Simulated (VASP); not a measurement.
Input of a VASP 6.6.1 run:

Contents of POSCAR:

```
HfO2
1.0
    0.0000000000      2.5291822339      2.5291822339
    2.5291822339      0.0000000000      2.5291822339
    2.5291822339      2.5291822339      0.0000000000
Hf O
1 2
Direct
    0.0000000000      0.0000000000      0.0000000000
    0.7500000000      0.7500000000      0.7500000000
    0.2500000000      0.2500000000      0.2500000000
```

Contents of INCAR.step1:

```
SYSTEM = HfO2
ALGO     = Normal         ! electronic algorithm
EDIFF    = 1E-4           ! SCF threshold, eV
ENCUT    = 520            ! plane-wave cutoff, eV
GGA      = PE             ! functional
ISMEAR   = 0              ! smearing method
LASPH    = .TRUE.         ! aspherical terms in the spheres
LCHARG   = .FALSE.        ! write CHGCAR
LREAL    = .FALSE.        ! projectors in reciprocal space
LWAVE    = .TRUE.         ! write WAVECAR
NBANDS   = 18             ! bands
NELM     = 60             ! most SCF steps
PREC     = Accurate       ! precision mode
SIGMA    = 0.01           ! smearing width, eV
```

File INCAR.step2:

```
SYSTEM = HfO2
ALGO     = Normal         ! electronic algorithm
EDIFF    = 1E-6           ! SCF threshold, eV
ENCUT    = 520            ! plane-wave cutoff, eV
ISIF     = 2              ! what is computed and relaxed
ISMEAR   = 0              ! smearing method
ISTART   = 1            
LASPH    = .TRUE.         ! aspherical terms in the spheres
LCHARG   = .TRUE.         ! write CHGCAR
LELF     = .TRUE.         ! ELF
LMIXTAU  = .TRUE.       
LREAL    = .FALSE.        ! projectors in reciprocal space
LVHAR    = .TRUE.       
LWAVE    = .FALSE.        ! write WAVECAR
METAGGA  = R2SCAN         ! meta-GGA
NBANDS   = 18             ! bands
NELM     = 60             ! most SCF steps
PREC     = Accurate       ! precision mode
SIGMA    = 0.01           ! smearing width, eV
```

The input KPOINTS:

```
k-points
0
G
  8 8 8
  0 0 0
```

Potentials or basis: VASP PAW PBE potentials, release 64 (Hf_pv, O).

Launch:

```console
$ cat potpaw_PBE.64/Hf_pv/POTCAR potpaw_PBE.64/O/POTCAR > POTCAR
$ cp INCAR.step1 INCAR
$ mpirun -np 1 vasp_std > vasp.out
$ cp INCAR.step2 INCAR
$ mpirun -np 1 vasp_std > vasp.out
```

(1) Estimate the band gap on the k mesh.

(2) Predict the pressure.

Results:

(1) 4.32 eV.

(2) -3.9 GPa.

Caveat: the cell stands under tension; the PAW data sets were made with another functional, which shifts forces and pressure a little; spin-orbit coupling is left out, which moves the levels of the heavy elements.
